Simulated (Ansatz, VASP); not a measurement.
## Na in VASP and in Ansatz

```
Na
1.0
    -2.12663    2.12663    2.12663
     2.12663   -2.12663    2.12663
     2.12663    2.12663   -2.12663
Na
1
Cartesian
  0.0000 0.0000 0.0000
```

Change from the starting cell: volume scaled by 0.98.

Alike in both runs: task single point; functional LDA; k mesh 9 × 9 × 9; occupations fermi-dirac, width 0.05 eV; no spin polarisation.

```csv
,VASP,Ansatz
version,VASP 6.6.1,Ansatz 0.2.0
potentials or method,"VASP PAW LDA potentials, release 64 (Na_pv), cutoff 520 eV","all-electron LAPW, scalar-relativistic"
```

VASP gave:

| Property | Result |
| --- | --- |
| gap on the k mesh at the Fermi level (eV) | none |
| pressure (GPa) | -1.2 |

Q: Estimate Ansatz's values.

A: gap on the k mesh at the Fermi level (eV): none; pressure (GPa): -1.0.

LDA's correlation is that of Perdew and Zunger in VASP and of Perdew and Wang (1992) in Ansatz. A gap of «none» marks a metal or a gap that the smearing closes. Ansatz ran all-electron here, and VASP with PAW potentials.
